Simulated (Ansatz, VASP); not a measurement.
## One calculation of Sb, two programs

```
CELL_PARAMETERS angstrom
3.39131 0.00000 0.00000
-1.69566 2.93696 0.00000
0.00000 0.00000 5.36530
ATOMIC_POSITIONS crystal
Sb 0.33333 0.66667 0.25000
Sb 0.66667 0.33333 0.75000
```

Change from the starting cell: volume scaled by 1.02, crystal datasets.

Alike in both runs: task electric field gradients; functional PBEsol; k mesh 12 × 12 × 7; occupations fermi-dirac, width 0.05 eV; no spin polarisation.

|  | VASP | Ansatz |
| --- | --- | --- |
| version | VASP 6.6.1 | Ansatz 0.2.0 |
| potentials or method | VASP PAW PBE potentials, release 64 (Sb), cutoff 520 eV | all-electron PAW with datasets made for the crystal, scalar-relativistic |

|  | VASP | Ansatz | Ansatz less VASP |
| --- | --- | --- | --- |
| pressure (GPa) | -1.5 | -1.4 | +0.03 |
| traceless stress, the component that is largest in VASP (GPa) | -0.80 | -0.80 | +0.002 |
| size of Vzz on the site where it differs most (V/Å²) | 21.5 | 23.3 | +1.74 |

VASP's potentials were made for PBE, not for PBEsol. Ansatz ran all-electron here, and VASP with PAW potentials.

Spin-orbit coupling is off throughout.
